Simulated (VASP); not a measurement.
Si2Mo:

```xyz
3
Lattice="-1.6000 1.6000 3.9305 1.6000 -1.6000 3.9305 1.6000 1.6000 -3.9305" Properties=species:S:1:pos:R:3 pbc="T T T"
Mo    0.0000    0.0000    0.0000
Si    0.0000    0.0000    5.2433
Si    0.0000    0.0000    2.6177
```

- Program: VASP 6.6.1
- Task: relaxation of cell and atoms
- Functional: revPBE
- Potentials or basis: VASP PAW PBE potentials, release 64 (Mo_sv, Si)
- Cutoff: 600 eV
- k mesh: 12 × 12 × 12
- Occupations: fermi-dirac, width 0.05 eV
- Spin: no spin polarisation

At the start: pressure 4.1 GPa; volume 13.42 Å³/atom.

Question: Where does the relaxation end?

Answer: Over 6 steps the energy falls by 4.9 meV/atom and the volume is 13.70 Å³/atom (+2.1 %); space group I4/mmm (No. 139, to 0.05 Å).

Step by step:
| step | energy change (eV) | largest force (eV/Å) | pressure (GPa) | volume (Å³) |
| --- | --- | --- | --- | --- |
| 1 | 0.0000 | 0.2525 | 4.06 | 40.25 |
| 2 | 0.0062 | 0.1252 | -5.43 | 42.26 |
| 3 | -0.0125 | 0.1892 | -0.44 | 41.14 |
| 4 | -0.0146 | 0.0248 | -0.02 | 41.09 |
| 5 | -0.0146 | 0.0203 | 0.00 | 41.09 |
| 6 | -0.0147 | 0.0041 | 0.01 | 41.09 |

Final structure:
```xyz
3
Lattice="-1.6130 1.6130 3.9477 1.6130 -1.6130 3.9477 1.6130 1.6130 -3.9477" Properties=species:S:1:pos:R:3 pbc="T T T"
Mo    1.6130    1.6130    3.9477
Si    0.0000    0.0000    5.2500
Si    0.0000    0.0000    2.6454
```

Caveat: the PAW data sets were made with another functional, which shifts forces and pressure a little.
